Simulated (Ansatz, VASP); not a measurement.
**KRu in VASP and in Ansatz**

```
CELL_PARAMETERS angstrom
1.63382 0.94328 5.20400
-1.63382 0.94328 5.20400
0.00000 -1.88657 5.20400
ATOMIC_POSITIONS crystal
K 0.00000 0.00000 0.00000
Ru 0.50000 0.50000 0.50000
```

Alike in both runs: task relaxation of cell and atoms; functional PBE; k mesh 6 × 6 × 6; occupations gaussian, width 0.1 eV; no spin polarisation.

|  | VASP | Ansatz |
| --- | --- | --- |
| version | VASP 6.6.1 | Ansatz 0.2.0 |
| potentials or method | VASP PAW PBE potentials, release 64 (K_sv, Ru_pv), cutoff 600 eV | scalar-relativistic, plane waves, PAW |
| valence electrons in the cell | 23 | 25 |

Ansatz gave:

```
gap on the k mesh at the Fermi level, each at its own relaxed structure (eV) : none
relaxed volume (Å³/atom)                                                     : 19.81
relaxed length of the cell vector where the two differ most in proportion (Å)              : 5.976
```

**Question.** Estimate VASP's values.

**Answer.** gap on the k mesh at the Fermi level, each at its own relaxed structure (eV): none; relaxed volume (Å³/atom): 19.93; relaxed length of the cell vector where the two differ most in proportion (Å): 5.986.

A gap of «none» marks a metal or a gap that the smearing closes. VASP's potentials hold 23 valence electrons a cell and Ansatz's 25, so a difference there can come from the potentials and not from the codes.

The k mesh is coarse, so the values compare programs but aren't converged. Noted on VASP's run: the volume moved by over 15 % at a fixed basis, so the end points are rough.
